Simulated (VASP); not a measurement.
Set up this calculation in VASP 6.6.1, as the native input.

```yaml
Task: single point
Functional: r2SCAN
Potentials_or_basis: VASP PAW PBE potentials, release 64 (Cu)
Cutoff: 520 eV
k_mesh: 16 × 16 × 16
Occupations: fermi-dirac, width 0.1 eV
Spin: no spin polarisation
Dipole_correction: no
Further_INCAR_settings: ALGO = Normal; EDIFF = 1e-06; NBANDS = 12
```

The system is Cu.

```xyz
1
Lattice="0.0000 1.7654 1.7654 1.7654 0.0000 1.7654 1.7654 1.7654 0.0000" Properties=species:S:1:pos:R:3 pbc="T T T"
Cu    0.0000    0.0000    0.0000
```

The input as run:

POSCAR

```
Cu
1.0
    0.0000000000      1.7653779550      1.7653779550
    1.7653779550      0.0000000000      1.7653779550
    1.7653779550      1.7653779550      0.0000000000
Cu
1
Direct
    0.0000000000      0.0000000000      0.0000000000
```

INCAR.step1

```
SYSTEM = Cu
  PREC = Accurate
  ENCUT = 520
  ISMEAR = -1
  SIGMA = 0.1
  LREAL = .False.
  LASPH = .True.
  NELM = 60
  NBANDS = 12
  GGA = PE
  ALGO = Normal
  EDIFF = 1E-4
  LWAVE = .True.
  LCHARG = .False.
```

INCAR.step2

```
SYSTEM = Cu
  PREC = Accurate
  ENCUT = 520
  EDIFF = 1E-6
  ISMEAR = -1
  SIGMA = 0.1
  LREAL = .False.
  LASPH = .True.
  NELM = 60
  ALGO = Normal
  ISIF = 2
  LWAVE = .False.
  LCHARG = .True.
  METAGGA = R2SCAN
  LMIXTAU = .True.
  LELF = .True.
  LVHAR = .True.
  NBANDS = 12
  ISTART = 1
```

KPOINTS

```
regular mesh
0
Gamma
  16 16 16
  0 0 0
```

Potentials or basis: VASP PAW PBE potentials, release 64 (Cu).

The run is started by

```console
$ cat potpaw_PBE.64/Cu/POTCAR > POTCAR
$ cp INCAR.step1 INCAR
$ mpirun -np 1 vasp_std > vasp.out
$ cp INCAR.step2 INCAR
$ mpirun -np 1 vasp_std > vasp.out
```

Results of the run:

```json
{
  "Pressure": "7.6 GPa",
  "Band gap on the k mesh": "zero (an odd number of electrons rules out a gap without spin polarisation)"
}
```

Caveat: the cell stands under pressure; the PAW data sets were made with another functional, which shifts forces and pressure a little.

Wall time 61 s on 1 thread of AMD EPYC 7R13 Processor (Zen 3) (shared host), peak memory 0.11 GiB.
